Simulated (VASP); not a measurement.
Write the native input for VASP 6.6.1 that does the following.

| Property | Result |
| --- | --- |
| Task | single point |
| Functional | PBEsol |
| Potentials or basis | VASP PAW PBE potentials, release 64 (Na_pv) |
| Cutoff | 500 eV |
| k mesh | 15 × 15 × 15 |
| Occupations | fermi-dirac, width 0.05 eV |
| Spin | no spin polarisation |
| Dipole correction | no |
| Further INCAR settings | ALGO = Normal; EDIFF = 1e-06; NBANDS = 10 |

The structure of Na lies in POSCAR:

```
Na
1.0
    0.0000000000      2.0847389815      2.0847389815
    2.0847389815      0.0000000000      2.0847389815
    2.0847389815      2.0847389815      0.0000000000
Na
1
Direct
    0.0000000000      0.0000000000      0.0000000000
```

This isn't the form of Na at room conditions, which is bcc.

These files were run (other wordings do the same):

INCAR

```
SYSTEM = Na
PREC     = Accurate       ! precision mode
ENCUT    = 500            ! plane-wave cutoff, eV
EDIFF    = 1E-6           ! SCF threshold, eV
ISMEAR   = -1             ! smearing method
SIGMA    = 0.05           ! smearing width, eV
LREAL    = .FALSE.        ! projectors in reciprocal space
LASPH    = .TRUE.         ! aspherical terms in the spheres
NELM     = 120            ! most SCF steps
ALGO     = Normal         ! electronic algorithm
ISIF     = 2              ! what is computed and relaxed
LWAVE    = .FALSE.        ! write WAVECAR
LCHARG   = .FALSE.        ! write CHGCAR
GGA      = PS             ! functional
NBANDS   = 10             ! bands
GGA_COMPAT= .FALSE.
```

KPOINTS

```
Automatic mesh
0
G
  15 15 15
  0 0 0
```

Potentials or basis: VASP PAW PBE potentials, release 64 (Na_pv).

Launch:

```bash
$ cat potpaw_PBE.64/Na_pv/POTCAR > POTCAR
$ mpirun -np 1 vasp_std > vasp.out
```

It gave:

The pressure is 19.9 GPa. The band gap on the k mesh is zero (an odd number of electrons rules out a gap without spin polarisation).

Caveat: the cell stands under pressure; the PAW data sets were made with another functional, which shifts forces and pressure a little.

Run time: 10 s on 1 thread of Intel(R) Xeon(R) Platinum 8259CL CPU @ 2.50GHz (Skylake/Cascade Lake), on a shared host, peak memory 0.13 GiB.
